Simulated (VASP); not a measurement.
Here is a VASP 6.6.1 calculation.

The input POSCAR:

```
Au
1.0
    3.2917528440      0.0000000000      0.0000000000
    0.0000000000      3.2917528440      0.0000000000
    0.0000000000      0.0000000000      3.2098684449
Au
2
Direct
    0.0000000000      0.0000000000      0.0000000000
    0.5000000000      0.5000000000      0.5000000000
```

Contents of INCAR.step1:

```
SYSTEM = Au
PREC = Accurate
ENCUT = 520
ISMEAR = 0
SIGMA = 0.1
LREAL = .FALSE.
LASPH = .TRUE.
NELM = 100
NBANDS = 18
GGA = PE
ALGO = Normal
EDIFF = 1E-4
LWAVE = .TRUE.
LCHARG = .FALSE.
```

Contents of INCAR.step2:

```
SYSTEM = Au
PREC = Accurate
ENCUT = 520
EDIFF = 1E-7
ISMEAR = 0
SIGMA = 0.1
LREAL = .FALSE.
LASPH = .TRUE.
NELM = 100
ALGO = Normal
ISIF = 2
LWAVE = .FALSE.
LCHARG = .FALSE.
METAGGA = R2SCAN
LMIXTAU = .TRUE.
NBANDS = 18
ISTART = 1
```

Contents of KPOINTS:

```
Automatic mesh
0
G
  16 16 16
  0 0 0
```

Potentials or basis: VASP PAW PBE potentials, release 64 (Au).

Run with:

```console
$ cat potpaw_PBE.64/Au/POTCAR > POTCAR
$ cp INCAR.step1 INCAR
$ mpirun -np 1 vasp_std > vasp.out
$ cp INCAR.step2 INCAR
$ mpirun -np 1 vasp_std > vasp.out
```

(1) Estimate the pressure.

(2) Predict the band gap on the k mesh.

Results:

(1) 2.3 GPa.

(2) zero (bands 11 and 12 overlap by 5.36 eV).

Caveat: the cell differs from its parent crystal (uniaxial strain along c: -2.0 %); the PAW data sets were made with another functional, which shifts forces and pressure a little; spin-orbit coupling is left out, which moves the levels of the heavy elements.
